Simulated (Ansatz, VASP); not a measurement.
## Two plane-wave programs on Si3Bi2Te2

```
CELL_PARAMETERS angstrom
4.03751 0.00000 0.00000
-2.01876 3.49659 0.00000
0.00000 0.00000 14.93271
ATOMIC_POSITIONS crystal
Si 0.00000 0.00000 0.42241
Si 0.00000 0.00000 0.57759
Si 0.00000 0.00000 0.00000
Bi 0.33333 0.66667 0.66772
Bi 0.66667 0.33333 0.33228
Te 0.33333 0.66667 0.10368
Te 0.66667 0.33333 0.89632
```

Alike in both runs: functional PBE; k mesh 12 × 12 × 2; occupations gaussian, width 0.1 eV; no spin polarisation.

Ansatz relaxed the structure, and its values are those at the end. VASP's run is a single point on that final structure, the one shown.

```csv
,VASP,Ansatz
version,VASP 6.6.1,Ansatz 0.2.0
potentials or method,"VASP PAW PBE potentials, release 64 (Si, Bi_d, Te), cutoff 520 eV","scalar-relativistic, plane waves, PAW"
valence electrons in the cell,54,74
```

|  | VASP | Ansatz | Ansatz less VASP |
| --- | --- | --- | --- |
| gap on the k mesh at the Fermi level (eV) | none | none | - |
| pressure (GPa) | 0.0 | 0.0 | +0.02 |
| rms of the force components (eV/Å) | 0.004 | 0.000 | -0.0035 |

A gap of «none» marks a metal or a gap that the smearing closes. VASP's potentials hold 54 valence electrons a cell and Ansatz's 74, so a difference there can come from the potentials and not from the codes.

Neither program's run includes spin-orbit coupling.
